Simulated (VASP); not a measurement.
Set up this calculation in VASP 6.6.1, as the native input.

```yaml
Task: single point
Functional: PBE
Dispersion: D3(BJ)
Potentials_or_basis: VASP PAW PBE potentials, release 64 (Si, C)
Cutoff: 600 eV
k_mesh: 10 × 10 × 10
Occupations: fermi-dirac, width 0.05 eV
Spin: no spin polarisation
Dipole_correction: no
Further_INCAR_settings: ALGO = Normal; EDIFF = 1e-06; NBANDS = 11
```

The structure of SiC lies in POSCAR:

```
SiC
1.0
    0.0000000000      2.1743646217      2.1743646217
    2.1743646217      0.0000000000      2.1743646217
    2.1743646217      2.1743646217      0.0000000000
Si C
1 1
Direct
    0.0000000000      0.0000000000      0.0000000000
    0.7500000000      0.7500000000      0.7500000000
```

One way to write it, as run:

INCAR

```
SYSTEM = SiC
PREC = Accurate
ENCUT = 600
EDIFF = 1E-6
ISMEAR = -1
SIGMA = 0.05
LREAL = .False.
LASPH = .True.
NELM = 120
ALGO = Normal
ISIF = 2
LWAVE = .False.
LCHARG = .False.
GGA = PE
IVDW = 12
NBANDS = 11
GGA_COMPAT = .False.
```

KPOINTS

```
Automatic mesh
0
Gamma
  10 10 10
  0 0 0
```

Potentials or basis: VASP PAW PBE potentials, release 64 (Si, C).

Run with:

```console
$ cat potpaw_PBE.64/Si/POTCAR potpaw_PBE.64/C/POTCAR > POTCAR
$ mpirun -np 1 vasp_std > vasp.out
```

It gave:

The pressure is -0.2 GPa. The band gap on the k mesh is 1.35 eV (least direct gap 4.55 eV) and the dispersion energy per atom is -0.303 eV.

Wall time 22 s on 1 thread of Intel Xeon 8259CL, on a shared host, peak memory 0.16 GiB.
